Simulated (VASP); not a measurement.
# Cu (I4/mmm) in VASP: notebook

The runs below take Cu through single point, with PBE, LDA.

Everything below comes from runs of VASP 6.6.1. Logs are shortened: lines on timing, memory, paths and dates and some standing lists are left out, and cuts for length are marked.

### Step 1. The cell of the first run

The structure is tetragonal, space group I4/mmm (No. 139). Conventional cell: a = 2.886 Å, b = 2.886 Å, c = 2.752 Å, α = 90.00°, β = 90.00°, γ = 90.00°. Cu (site symmetry 4/mmm) has 14 Cu at 2.46 to 2.89 Å within 3.2 Å.

### Step 2. Single point, PBE

INCAR reads:

```
SYSTEM = Cu
ALGO = Normal
EDIFF = 1E-6
ENCUT = 820
GGA = PE
GGA_COMPAT = .FALSE.
ISIF = 2
ISMEAR = 0
LASPH = .TRUE.
LCHARG = .FALSE.
LREAL = .FALSE.
LWAVE = .FALSE.
NBANDS = 16
NELM = 120
PREC = Accurate
SIGMA = 0.015
```

KPOINTS reads:

```
k-points
0
G
  13 13 13
  0 0 0
```

POSCAR reads:

```
Cu
1.0
   -1.4427933200      1.4427933200      1.3760814500
    1.4427933200     -1.4427933200      1.3760814500
    1.4427933200      1.4427933200     -1.3760814500
Cu
1
Direct
    0.0000000000      0.0000000000      0.0000000000
```

Potentials or basis: VASP PAW PBE potentials, release 64 (Cu_sv_GW).

Started as:

```
$ cat potpaw_PBE.64/Cu_sv_GW/POTCAR > POTCAR
$ mpirun -np 1 vasp_std > vasp.out
```

OUTCAR:

```text
SYSTEM = Cu
   EDIFF = 1E-6
   ENCUT = 820
   GGA = PE
   ISIF = 2
   ISMEAR = 0
   LASPH = .TRUE.
   LREAL = .FALSE.
   NELM = 120
   PREC = Accurate

 ion  position               nearest neighbor table
   1  0.000  0.000  0.000-

  LATTYP: Found a body centered tetragonal cell.
 ALAT       =     2.8855866400
 C/A-ratio  =     0.9537620052

  Lattice vectors:

 A1 = (  -1.4427933200,   1.4427933200,   1.3760814500)
 A2 = (   1.4427933200,  -1.4427933200,   1.3760814500)
 A3 = (   1.4427933200,   1.4427933200,  -1.3760814500)

Analysis of symmetry for initial positions (statically):
=====================================================================
 Subroutine PRICEL returns:
 Original cell was already a primitive cell.

 Routine SETGRP: Setting up the symmetry group for a
 body centered tetragonal supercell.

 Subroutine GETGRP returns: Found 16 space group operations
 (whereof 16 operations were pure point group operations)
 out of a pool of 16 trial point group operations.

The static configuration has the point symmetry D_4h.

Analysis of symmetry for dynamics (positions and initial velocities):
=====================================================================
 Subroutine PRICEL returns:
 Original cell was already a primitive cell.

 Routine SETGRP: Setting up the symmetry group for a
 body centered tetragonal supercell.

 Subroutine GETGRP returns: Found 16 space group operations
 (whereof 16 operations were pure point group operations)
 out of a pool of 16 trial point group operations.

The dynamic configuration has the point symmetry D_4h.

 Subroutine INISYM returns: Found 16 space group operations
 (whereof 16 operations are pure point group operations),
 and found     1 'primitive' translations

----------------------------------------------------------------------------------------

                                     Primitive cell

  volume of cell :      11.4581

  direct lattice vectors                    reciprocal lattice vectors
    -1.442793320  1.442793320  1.376081450     0.000000000  0.346549983  0.363350585
[... 70 lines left out ...]
   dimension x,y,z NGXF=    48 NGYF=   48 NGZF=   48
   ions per type =               1
   NGX,Y,Z   is equivalent  to a cutoff of  16.21, 16.21, 16.21 a.u.
   NGXF,Y,Z  is equivalent  to a cutoff of  32.42, 32.42, 32.42 a.u.
 SYSTEM =  Cu
   PREC   = accura    normal or accurate (medium, high low for compatibility)
   ISTART =      0    job   : 0-new  1-cont  2-samecut
   ICHARG =      2    charge: 1-file 2-atom 10-const
   ISPIN  =      1    spin polarized calculation?
   LNONCOLLINEAR =      F non collinear calculations
   LSORBIT =      F    spin-orbit coupling
   LASPH  =      T    aspherical Exc in radial PAW
   ENCUT  =  820.0 eV  60.27 Ry    7.76 a.u.   5.75  5.75  5.75*2*pi/ulx,y,z
   NELM   =    120;   NELMIN=  2; NELMDL= -5     # of ELM steps
   EDIFF  = 0.1E-05   stopping-criterion for ELM
   LREAL  =      F    real-space projection
   EDIFFG = 0.1E-04   stopping-criterion for IOM
   NSW    =      0    number of steps for IOM
   IBRION =     -1    ionic relax: 0-MD 1-quasi-New 2-CG
   NFREE  =      0    steps in history (QN), initial steepest desc. (CG)
   ISIF   =      2    stress and relaxation
   ISYM   =      2    0-nonsym 1-usesym 2-fastsym
   POTIM  = 0.5000    time-step for ionic-motion
   TEBEG  =    0.0;   TEEND  =   0.0 temperature during run
   PSTRESS=    0.0 pullay stress
   NELECT =      19.0000    total number of electrons
   NUPDOWN=      -1.0000    fix difference up-down
   EMIN   =  10.00;   EMAX   =-10.00  energy-range for DOS
   EFERMI =   0.00;   METHOD = LEGACY
   ISMEAR =     0;   SIGMA  =   0.01  broadening in eV -4-tet -1-fermi 0-gaus
   EFERMI_NEDOS =   21; number of points for ismear=-14 and -15
   IALGO  =     38    algorithm
   IMIX   =      4    mixing-type and parameters
     AMIX     =   0.40;   BMIX     =  1.00
     AMIX_MAG =   1.60;   BMIX_MAG =  1.00
  volume/ion in A,a.u.               =      11.46        77.32
  Fermi-wavevector in a.u.,A,eV,Ry     =   1.937709  3.661739 51.086019  3.754716
  Thomas-Fermi vector in A             =   2.968234
   LORBIT       =      0    0 simple, 1 ext, 2 COOP (PROOUT), +10 PAW based schemes
   GGA     = PE    functional components
   LHFCALC =     F    Hartree Fock is set to
   AEXX    =    0.0000 exact exchange contribution
   IVDW    =     0    specifies the selected vdW correction
   LEPSILON=     F    determine dielectric tensor
   LRPA    =     F    only Hartree local field effects (RPA)
 non-spin polarized calculation
 Gauss-broadening in eV      SIGMA  =   0.01
  energy-cutoff  :      820.00
  volume of cell :       11.46
 maximum number of plane-waves:       625
   NGX = 11   NGY = 11   NGZ = 11

 number of electron      19.0000004 magnetization

 Free energy of the ion-electron system (eV)
  ---------------------------------------------------
  ext. energy  EPLUGINS =         0.00000000
  ---------------------------------------------------
  free energy    TOTEN  =        -3.75258669 eV

  energy without entropy =       -3.75253348  energy(sigma->0) =       -3.75256008

 E-fermi :   7.9059     XC(G=0): -13.5548

 val. band max:        7.8997967317   @ k =  -0.3077   0.4615   0.0769
 cond. band min:       7.9380553584   @ k =  -0.2308   0.4615   0.0769
 fundamental gap:      0.0382586267
 Fermi energy:         7.9059280478

 k-point     1 :       0.0000    0.0000    0.0000
  band No.  band energies     occupation
      1    -104.6938      2.00000
      2     -61.9990      2.00000
      3     -61.9973      2.00000
      4     -61.9973      2.00000
      5      -1.6733      2.00000
      6       4.6700      2.00000
[... 433 lines left out ...]
      3     -62.0502      2.00000
      4     -62.0076      2.00000
      5       3.1151      2.00000
      6       4.0399      2.00000
[... 8 lines left out ...]
     15      37.4241      0.00000
     16      39.8468      0.00000

 [... further k-points ...]
[... 5 lines left out ...]
  --------------------------------------------------------------------------------------
  -------------------------------------------------------------------------------------
  Total        0.4146473      0.4146473      0.4361745      0.0000000     -0.0000000     -0.0000000
  in kB       57.9798376     57.9798376     60.9899720      0.0000000     -0.0000000     -0.0000000
  external PRESSURE =      58.9832157 kB  Pullay stress =       0.0000000 kB

 VOLUME and BASIS-vectors are now :
 -----------------------------------------------------------------------------
  energy-cutoff  :      820.00
  volume of cell :       11.46
      direct lattice vectors                 reciprocal lattice vectors
    -1.442793320  1.442793320  1.376081450     0.000000000  0.346549983  0.363350585
     1.442793320 -1.442793320  1.376081450     0.346549983  0.000000000  0.363350585
     1.442793320  1.442793320 -1.376081450     0.346549983  0.346549983  0.000000000

 POSITION                                       TOTAL-FORCE (eV/Angst)
 -----------------------------------------------------------------------------------
      0.00000      0.00000      0.00000        -0.000000     -0.000000      0.000000
 -----------------------------------------------------------------------------------
    total drift:                               -0.000000      0.000000      0.000000

  FREE ENERGIE OF THE ION-ELECTRON SYSTEM (eV)
  ---------------------------------------------------
  free  energy   TOTEN  =        -3.7525866857 eV

  energy  without entropy=       -3.7525334789  energy(sigma->0) =       -3.75256008
```

stdout:

```text
POSCAR found type information on POSCAR Cu
 POSCAR found :  1 types and       1 ions
 scaLAPACK will be used
 LDA part: xc-table for (Slater+PW92), standard interpolation
 POSCAR, INCAR and KPOINTS ok, starting setup
 FFT: planning ... GRIDC
 FFT: planning ... GRID_SOFT
 FFT: planning ... GRID
 WAVECAR not read
 entering main loop
```

Wall time 27 s (1 thread of Intel Xeon Platinum 8488C (Sapphire Rapids), shared host); peak memory 0.21 GiB.

What came out:

```
Free energy            : -3.7526 eV
Pressure               : 5.9 GPa
Band gap on the k mesh : zero (an odd number of electrons rules out a gap without spin polarisation)
```

Caveat: the cell stands under pressure.

### Step 3. Single point, LDA

This run uses another cell than the first one, of 10.93 Å³/atom.

INCAR reads:

```
  PREC = Accurate
  ENCUT = 820
  EDIFF = 1E-6
  ISMEAR = -1
  SIGMA = 0.05
  LREAL = False
  LASPH = True
  NELM = 120
  ALGO = Normal
  ISIF = 2
  LWAVE = False
  LCHARG = False
  NBANDS = 16
  GGA_COMPAT = False
```

KPOINTS reads:

```
Automatic mesh
0
Gamma
  13 13 13
```

POSCAR reads:

```
Cu
1.0
   -1.4187541245      1.4187541245      1.3574101425
    1.4187541245     -1.4187541245      1.3574101425
    1.4187541245      1.4187541245     -1.3574101425
Cu
1
Direct
    0.0000000000      0.0000000000      0.0000000000
```

Potentials or basis: VASP PAW LDA potentials, release 64 (Cu_sv_GW).

Started as:

```
$ cat potpaw_LDA.64/Cu_sv_GW/POTCAR > POTCAR
$ mpirun -np 1 vasp_std > vasp.out
```

OUTCAR:

```text
PREC = Accurate
   ENCUT = 820
   EDIFF = 1E-6
   ISMEAR = -1
   LREAL = False
   LASPH = True
   NELM = 120
   ISIF = 2

 ion  position               nearest neighbor table
   1  0.000  0.000  0.000-

  LATTYP: Found a body centered tetragonal cell.
 ALAT       =     2.8375082490
 C/A-ratio  =     0.9567620767

  Lattice vectors:

 A1 = (  -1.4187541245,   1.4187541245,   1.3574101425)
 A2 = (   1.4187541245,  -1.4187541245,   1.3574101425)
 A3 = (   1.4187541245,   1.4187541245,  -1.3574101425)

Analysis of symmetry for initial positions (statically):
=====================================================================
 Subroutine PRICEL returns:
 Original cell was already a primitive cell.

 Routine SETGRP: Setting up the symmetry group for a
 body centered tetragonal supercell.

 Subroutine GETGRP returns: Found 16 space group operations
 (whereof 16 operations were pure point group operations)
 out of a pool of 16 trial point group operations.

The static configuration has the point symmetry D_4h.

[... 146 lines left out ...]

 number of electron      18.9999998 magnetization

 Free energy of the ion-electron system (eV)
  ---------------------------------------------------
  ext. energy  EPLUGINS =         0.00000000
  ---------------------------------------------------
  free energy    TOTEN  =        -4.82579780 eV

  energy without entropy =       -4.82336870  energy(sigma->0) =       -4.82458325

 E-fermi :   8.1384     XC(G=0): -14.3343

 val. band max:        8.1375122600   @ k =  -0.3077   0.4615   0.0769
 cond. band min:       8.1751225958   @ k =  -0.2308   0.4615   0.0769
 fundamental gap:      0.0376103359
 Fermi energy:         8.1384022791

 k-point     1 :       0.0000    0.0000    0.0000
  band No.  band energies     occupation
      1    -103.5044      2.00000
      2     -61.3800      2.00000
      3     -61.3776      2.00000
      4     -61.3776      2.00000
      5      -1.8202      2.00000
      6       4.6779      2.00000
[... 433 lines left out ...]
      3     -61.4432      2.00000
      4     -61.3908      2.00000
      5       3.0283      2.00000
      6       3.9961      2.00000
[... 8 lines left out ...]
     15      38.5342      0.00000
     16      40.8220      0.00000

 [... further k-points ...]
[... 5 lines left out ...]
  --------------------------------------------------------------------------------------
  -------------------------------------------------------------------------------------
  Total       -0.0392043     -0.0392043     -0.0380746      0.0000000      0.0000000      0.0000000
  in kB       -5.7472306     -5.7472306     -5.5816178      0.0000000      0.0000000      0.0000000
  external PRESSURE =      -5.6920263 kB  Pullay stress =       0.0000000 kB

 VOLUME and BASIS-vectors are now :
 -----------------------------------------------------------------------------
  energy-cutoff  :      820.00
  volume of cell :       10.93
      direct lattice vectors                 reciprocal lattice vectors
    -1.418754124  1.418754124  1.357410143     0.000000000  0.352421883  0.368348507
     1.418754124 -1.418754124  1.357410143     0.352421883  0.000000000  0.368348507
     1.418754124  1.418754124 -1.357410143     0.352421883  0.352421883  0.000000000

 POSITION                                       TOTAL-FORCE (eV/Angst)
 -----------------------------------------------------------------------------------
      0.00000      0.00000      0.00000         0.000000      0.000000      0.000000
 -----------------------------------------------------------------------------------
    total drift:                                0.000000      0.000000     -0.000000

  FREE ENERGIE OF THE ION-ELECTRON SYSTEM (eV)
  ---------------------------------------------------
  free  energy   TOTEN  =        -4.8257977971 eV

  energy  without entropy=       -4.8233686965  energy(sigma->0) =       -4.82458325
```

Run time: 18 s. Hardware: 1 thread of Intel Xeon 6975P-C (Granite Rapids), shared host; peak memory 0.2 GiB.

Results:

* Free energy: -4.8258 eV
* Pressure: -0.6 GPa
* Band gap on the k mesh: zero (an odd number of electrons rules out a gap without spin polarisation)

Levels at points of the mesh, in eV from the Fermi level:
| k point | band 8 | band 9 | band 10 | band 11 | band 12 | band 13 |
| --- | --- | --- | --- | --- | --- | --- |
| (0.00, 0.00, 0.00) | -3.26 | -2.28 | -2.07 | 25.51 | 25.51 | 26.69 |

### Step 4. Single point, PBE

INCAR reads:

```
PREC = Accurate ; ENCUT = 820
EDIFF = 1E-6 ; ISMEAR = 0
SIGMA = 0.011 ; LREAL = False
LASPH = True ; NELM = 120
ALGO = Normal ; ISIF = 2
LWAVE = False ; LCHARG = False
GGA = PE ; NBANDS = 16
GGA_COMPAT = False
```

KPOINTS reads:

```
regular mesh
0
Gamma
  13 13 13
```

POSCAR reads:

```
Cu
1.0
   -1.4427933200      1.4427933200      1.3760814500
    1.4427933200     -1.4427933200      1.3760814500
    1.4427933200      1.4427933200     -1.3760814500
Cu
1
Direct
    0.0000000000      0.0000000000      0.0000000000
```

Potentials or basis: VASP PAW PBE potentials, release 64 (Cu_sv_GW).

Started as:

```
$ cat potpaw_PBE.64/Cu_sv_GW/POTCAR > POTCAR
$ mpirun -np 1 vasp_std > vasp.out
```

Wall time 50 s (1 thread of Intel Xeon Platinum 8259CL at 2.50GHz (Skylake/Cascade Lake), shared host); peak memory 0.21 GiB.

The run converged. Its results:

```yaml
Free_energy: -3.7526 eV
Pressure: 5.9 GPa
Band_gap_on_the_k_mesh: zero (an odd number of electrons rules out a gap without spin polarisation)
```

Stress tensor (GPa, compression positive):
```
5.82 0.00 0.00
0.00 5.82 0.00
0.00 0.00 6.12
```

Levels at points of the mesh, in eV from the Fermi level:
| k point | band 6 | band 7 | band 8 | band 9 | band 10 | band 11 | band 12 | band 13 | band 14 | band 15 |
| --- | --- | --- | --- | --- | --- | --- | --- | --- | --- | --- |
| (0.00, 0.00, 0.00) | -3.23 | -3.04 | -3.04 | -2.15 | -1.95 | 24.94 | 24.94 | 26.19 | 28.94 | 28.95 |

Caveat: the cell stands under pressure.

### Step 5. Summary

```tsv
level	potentials or basis	cell	smearing	gap on the mesh (eV)	pressure (GPa)
PBE	VASP PAW PBE potentials, release 64 (Cu_sv_GW)	a = 2.461 Å, angles 108.2, 108.2, 112.0°, 1 atom	gaussian 0.015 eV	none	5.9
LDA	VASP PAW LDA potentials, release 64 (Cu_sv_GW)	a = 2.422 Å, angles 108.3, 108.3, 111.8°, 1 atom	fermi-dirac 0.05 eV	none	-0.6
PBE	VASP PAW PBE potentials, release 64 (Cu_sv_GW)	a = 2.461 Å, angles 108.2, 108.2, 112.0°, 1 atom	gaussian 0.011 eV	none	5.9
```

Alike in all rows: task single point; no spin polarisation; k mesh 13 × 13 × 13; cutoff (eV) 820.

Caveats: the cell stands under pressure (at least some runs).

Total energies depend on the potentials used, so only differences within one code and one set of settings carry meaning.

The gap in the log of VASP goes by the Fermi energy; the results here count the filled bands.